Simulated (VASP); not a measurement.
# Si16CO: single point with PBE

The system is Si16CO, a slab with vacuum.

```xyz
18
Lattice="7.7354 0.0000 0.0000 0.0000 7.7354 0.0000 0.0000 0.0000 22.1119" Properties=species:S:1:pos:R:3 pbc="T T T"
Si    0.0000    1.9339    4.0000
Si    0.0000    5.8016    4.0000
Si    3.8677    1.9339    4.0000
Si    3.8677    5.8016    4.0000
Si    0.0000    0.0000    5.3674
Si    0.0000    3.8677    5.3674
Si    3.8677    0.0000    5.3674
Si    3.8677    3.8677    5.3674
Si    1.9339    0.0000    6.7707
Si    1.9339    3.8677    6.7707
Si    5.8016    0.0000    6.7707
Si    5.8016    3.8677    6.7707
Si    1.9339    1.9339    8.1119
Si    1.9339    5.8016    8.1119
Si    5.8016    1.9339    8.1119
Si    5.8016    5.8016    8.1119
C     3.8677    5.8016    7.2019
O     4.4477    6.3816    8.0222
```

- Program: VASP 6.6.1
- Task: single point
- Functional: PBE
- Potentials or basis: VASP PAW PBE potentials, release 64 (Si, C, O)
- Cutoff: 520 eV
- k mesh: 4 × 4 × 1
- Occupations: gaussian, width 0.05 eV
- Spin: no spin polarisation

```
Largest force          : 13.516 eV/Å
Band gap on the k mesh : zero (bands 37 and 38 overlap by 0.15 eV)
```

Forces in eV/Å, atoms in the order of the input:
```
Si  -0.009  0.011  0.182
Si   0.040  0.017  0.213
Si   0.041 -0.045 -0.084
Si   0.041 -0.060  0.556
Si   0.057  0.133 -0.275
Si  -0.067  0.022 -0.290
Si   0.083  0.170 -0.153
Si  -0.076 -0.346 -0.192
Si  -0.260  0.365 -0.289
Si  -0.324 -0.447 -0.245
Si   1.850  1.663 -1.350
Si  -0.159 -0.609 -0.310
Si   0.000 -0.030  0.153
Si  -0.128 -0.533 -0.275
Si   0.034 -0.027  0.241
Si  12.823 -4.071  1.290
C   -7.991 -5.032 -7.245
O   -5.955  8.820  8.074
```

Levels at points of the mesh, in eV from the Fermi level:
```tsv
k point	band 35	band 36	band 37	band 38	band 39	band 40
(0.00, 0.00, 0.00)	-0.30	-0.17	-0.03	0.14	0.32	0.56
(0.50, 0.00, 0.00)	-0.57	-0.28	-0.14	0.39	0.74	0.83
(0.00, 0.50, 0.00)	-0.44	-0.39	-0.13	-0.06	-0.01	0.00
(0.50, 0.50, 0.00)	-0.33	-0.29	-0.08	0.24	0.48	0.63
```

It took 28 min on 1 thread of Intel(R) Xeon(R) 6975P-C (Granite Rapids) (shared host), peak memory 1.3 GiB.
